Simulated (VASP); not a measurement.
Here is a VASP 6.6.1 calculation.

INCAR

```
PREC = Accurate ; ENCUT = 520
EDIFF = 1E-6 ; ISMEAR = -1
SIGMA = 0.05 ; LREAL = F
LASPH = T ; NELM = 80
ALGO = Normal ; ISIF = 2
LWAVE = F ; LCHARG = F
GGA = PE ; NBANDS = 21
```

The input KPOINTS:

```
regular mesh
0
Gamma
  13 13 13
```

Contents of POSCAR:

```
Sn
1.0
   -2.7348953599      2.7348953599      1.4799215434
    2.7348953599     -2.7348953599      1.4799215434
    2.7348953599      2.7348953599     -1.4799215434
Sn
2
Direct
   -0.3750000000     -0.1250000000     -0.2500000000
    0.3750000000      0.1250000000      0.2500000000
```

Potentials or basis: VASP PAW PBE potentials, release 64 (Sn_d).

Run with:

```sh
$ cat potpaw_PBE.64/Sn_d/POTCAR > POTCAR
$ mpirun -np 1 vasp_std > vasp.out
```

Q: Estimate the pressure.

A: 21.6 GPa.

Q: Estimate the band gap on the k mesh.

A: Zero (bands 14 and 15 overlap by 5.21 eV).

Caveat: the cell stands under pressure; spin-orbit coupling is left out, which moves the levels of the heavy elements.
